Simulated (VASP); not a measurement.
Input of a VASP 6.6.1 run:

Contents of INCAR:

```
SYSTEM = GaP
PREC = Accurate
ENCUT = 520
EDIFF = 1E-7
ISMEAR = 0
SIGMA = 0.01
LREAL = .FALSE.
LASPH = .TRUE.
NELM = 100
ALGO = Normal
ISIF = 2
LWAVE = .FALSE.
LCHARG = .FALSE.
GGA = RE
NBANDS = 16
```

KPOINTS

```
regular mesh
0
G
  7 7 7
  0 0 0
```

POSCAR

```
GaP
1.0
    0.0000000000      2.7706735110      2.7706735110
    2.7706735110      0.0000000000      2.7706735110
    2.7706735110      2.7706735110      0.0000000000
Ga P
1 1
Direct
    0.0000000000      0.0000000000      0.0000000000
    0.2500000000      0.2500000000      0.2500000000
```

Potentials or basis: VASP PAW PBE potentials, release 64 (Ga_d, P).

Launch:

```sh
$ cat potpaw_PBE.64/Ga_d/POTCAR potpaw_PBE.64/P/POTCAR > POTCAR
$ mpirun -np 1 vasp_std > vasp.out
```

Predict the band gap on the k mesh.

1.52 eV, direct.

What does it give for the pressure?

-0.1 GPa.

Caveat: the PAW data sets were made with another functional, which shifts forces and pressure a little.

**Experimental background.**

From “Stacking defects in GaP nanowires: Electronic structure and optical properties”, 2018, arxiv:1810.01194, for a bulk crystal of GaP at 10 K: band gap 2.34 eV (indirect).

Against the measured gap of GaP, 2.34 eV (indirect; 10 K; quoted in “Stacking defects in GaP nanowires: Electronic structure and optical properties”, 2018, arxiv:1810.01194), the calculated 1.52 eV is off by -0.82 eV. Spin-orbit coupling on Ga is left out. The value is that of revPBE on a finite k mesh, which can miss the band edges, without temperature or zero-point motion. Semilocal functionals fall short of measured gaps as a rule.
